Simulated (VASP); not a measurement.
# Cr (Im-3m) in VASP: settings compared, part 2 of 2

VASP 6.6.1. The steps go on from the part before.

## (5) Relaxation of cell and atoms, PBE, collinear spin, ferromagnetic start

File INCAR:

```
SYSTEM = Cr
  PREC = Accurate
  ENCUT = 600
  EDIFF = 1E-7
  ISMEAR = -1
  SIGMA = 0.05
  LREAL = .False.
  LASPH = .True.
  NELM = 150
  ALGO = Normal
  ISIF = 3
  LWAVE = .False.
  LCHARG = .False.
  ISPIN = 2
  MAGMOM = 3
  LORBIT = 11
  LMAXMIX = 4
  GGA = PE
  IBRION = 2
  NSW = 80
  EDIFFG = -0.01
```

File KPOINTS:

```
regular mesh
0
Gamma
  12 12 12
  0 0 0
```

File POSCAR:

```
Cr
1.0
   -1.4844496776      1.4844496776      1.4844496776
    1.4844496776     -1.4844496776      1.4844496776
    1.4844496776      1.4844496776     -1.4844496776
Cr
1
Direct
    0.0000000000      0.0000000000      0.0000000000
```

Potentials or basis: VASP PAW PBE potentials, release 64 (Cr_pv).

Launch:

```console
cat potpaw_PBE.64/Cr_pv/POTCAR > POTCAR
mpirun -np 1 vasp_std > vasp.out
```

OUTCAR:

```text
SYSTEM = Cr
   PREC = Accurate
   ENCUT = 600
   EDIFF = 1E-7
   ISMEAR = -1
   LREAL = .False.
   LASPH = .True.
   NELM = 150
   ISIF = 3
   ISPIN = 2
   LORBIT = 11
   GGA = PE
   IBRION = 2
   NSW = 80
   EDIFFG = -0.01

 ion  position               nearest neighbor table
   1  0.000  0.000  0.000-

  LATTYP: Found a body centered cubic cell.
 ALAT       =     2.9688993552

  Lattice vectors:

 A1 = (  -1.4844496776,   1.4844496776,   1.4844496776)
 A2 = (   1.4844496776,  -1.4844496776,   1.4844496776)
 A3 = (   1.4844496776,   1.4844496776,  -1.4844496776)

Analysis of symmetry for initial positions (statically):
=====================================================================
 Subroutine PRICEL returns:
 Original cell was already a primitive cell.

 Routine SETGRP: Setting up the symmetry group for a
 body centered cubic supercell.

 Subroutine GETGRP returns: Found 48 space group operations
 (whereof 48 operations were pure point group operations)
 out of a pool of 48 trial point group operations.

The static configuration has the point symmetry O_h .

Analysis of symmetry for dynamics (positions and initial velocities):
=====================================================================
 Subroutine PRICEL returns:
 Original cell was already a primitive cell.

 Routine SETGRP: Setting up the symmetry group for a
 body centered cubic supercell.

 Subroutine GETGRP returns: Found 48 space group operations
 (whereof 48 operations were pure point group operations)
 out of a pool of 48 trial point group operations.

[... 166 lines left out ...]

 val. band max:        9.2008951001   @ k =  -0.2500   0.3333   0.1667
 cond. band min:       9.2867985360   @ k =   0.4167   0.0833   0.0000
 fundamental gap:      0.0859034358
 Fermi energy:         9.2539445207

 spin component 1

 k-point     1 :       0.0000    0.0000    0.0000
  band No.  band energies     occupation
      1     -33.5706      1.00000
      2     -33.5706      1.00000
      3     -33.5706      1.00000
      4       1.9046      1.00000
      5       8.5327      1.00000
      6       8.5327      1.00000
      7       8.5327      1.00000
      8      10.2807      0.00000
      9      10.2807      0.00000
     10      16.3617      0.00000
     11      30.6094      0.00000
     12      30.6094      0.00000
[... 930 lines left out ...]
 number of electron      11.9999999 magnetization       0.0000002

 number of electron      11.9999999 magnetization      -0.0000003

 Free energy of the ion-electron system (eV)
  ---------------------------------------------------
  ext. energy  EPLUGINS =         0.00000000
  ---------------------------------------------------
  free energy    TOTEN  =        -9.52316195 eV

  energy without entropy =       -9.51930785  energy(sigma->0) =       -9.52123490

 E-fermi :  11.0200     XC(G=0): -13.6928

 val. band max:       10.9251064183   @ k =   0.1667   0.0000   0.0000
 cond. band min:      11.0951382080   @ k =  -0.3333   0.3333   0.2500
 fundamental gap:      0.1700317897
 Fermi energy:        11.0200463038

 spin component 1

 k-point     1 :       0.0000    0.0000    0.0000
  band No.  band energies     occupation
      1     -31.6692      1.00000
      2     -31.6692      1.00000
      3     -31.6692      1.00000
      4       3.1573      1.00000
      5      10.1295      1.00000
      6      10.1295      1.00000
      7      10.1295      1.00000
      8      12.1953      0.00000
      9      12.1953      0.00000
     10      18.1734      0.00000
     11      33.3578      0.00000
     12      33.3578      0.00000
[... 737 lines left out ...]
  FREE ENERGIE OF THE ION-ELECTRON SYSTEM (eV)
  ---------------------------------------------------
  free  energy   TOTEN  =        -9.5231619508 eV

  energy  without entropy=       -9.5193078514  energy(sigma->0) =       -9.52123490

 reached required accuracy - stopping structural energy minimisation

 total charge

# of ion       s       p       d       tot
------------------------------------------
    1        0.442   6.403   4.225  11.070

 magnetization (x)

# of ion       s       p       d       tot
------------------------------------------
    1        0.000  -0.000   0.000   0.000
```

OSZICAR:

```text
N       E                     dE             d eps       ncg     rms          rms(c)
DAV:   1     0.913442639957E+02    0.91344E+02   -0.74697E+03  3464   0.124E+03
DAV:   2    -0.836515026255E+01   -0.99709E+02   -0.96295E+02  3508   0.313E+02
[... 66 lines left out ...]
DAV:   1    -0.952373902806E+01   -0.60385E-03   -0.79371E-03  3456   0.158E+00    0.204E-01
DAV:   2    -0.952318016032E+01    0.55887E-03   -0.15132E-03  3528   0.665E-01    0.373E-02
DAV:   3    -0.952316718530E+01    0.12975E-04   -0.20461E-05  3536   0.764E-02    0.196E-02
DAV:   4    -0.952316256484E+01    0.46205E-05   -0.55394E-06  3608   0.317E-02    0.273E-03
DAV:   5    -0.952316215352E+01    0.41132E-06   -0.10537E-07  2576   0.491E-03    0.101E-03
DAV:   6    -0.952316194196E+01    0.21156E-06   -0.69879E-09  1728   0.127E-03    0.105E-04
DAV:   7    -0.952316195077E+01   -0.88130E-08   -0.11190E-09  1728   0.535E-04
   7 F= -.95231620E+01 E0= -.95212349E+01  d E =-.128919E-04  mag=     0.0000
```

Run time: 87 s. Hardware: 1 thread of Intel Xeon 6975P-C, shared host; peak memory 0.18 GiB.

What came out:

* Free energy: -9.5232 eV
* Relaxed volume: 11.51 Å³/atom
* Relaxed cell: a = 2.463 Å, b = 2.463 Å, c = 2.463 Å, α = 109.47°, β = 109.47°, γ = 109.47°
* Space group after relaxing (to 0.05 Å): Im-3m (No. 229)
* Energy gained by relaxing: 138.7 meV/atom
* Ionic steps: 7
* Pressure after relaxing: 0.0 GPa
* Band gap on the k mesh: zero (filled and empty bands overlap)
* Net moment: 0.00 μB per cell
* Valence electrons inside the program's atomic spheres: Cr 11.07

Step by step:
```tsv
step	energy change (eV)	largest force (eV/Å)	pressure (GPa)	volume (Å³)
1	0.0000	0.0000	-25.08	13.08
2	0.2235	0.0000	70.61	9.58
3	-0.1383	0.0000	-1.65	11.58
4	-0.1387	0.0000	-0.36	11.52
5	-0.1387	0.0000	0.31	11.49
6	-0.1387	0.0000	-0.43	11.53
7	-0.1387	0.0000	0.02	11.51
```

Final structure:
```
Cr
1.0
    -1.42220    1.42220    1.42220
     1.42220   -1.42220    1.42220
     1.42220    1.42220   -1.42220
Cr
1
Direct
  0.00000 0.00000 0.00000
```

Caveat: the starting moments collapsed, and a magnetic state may lie lower.
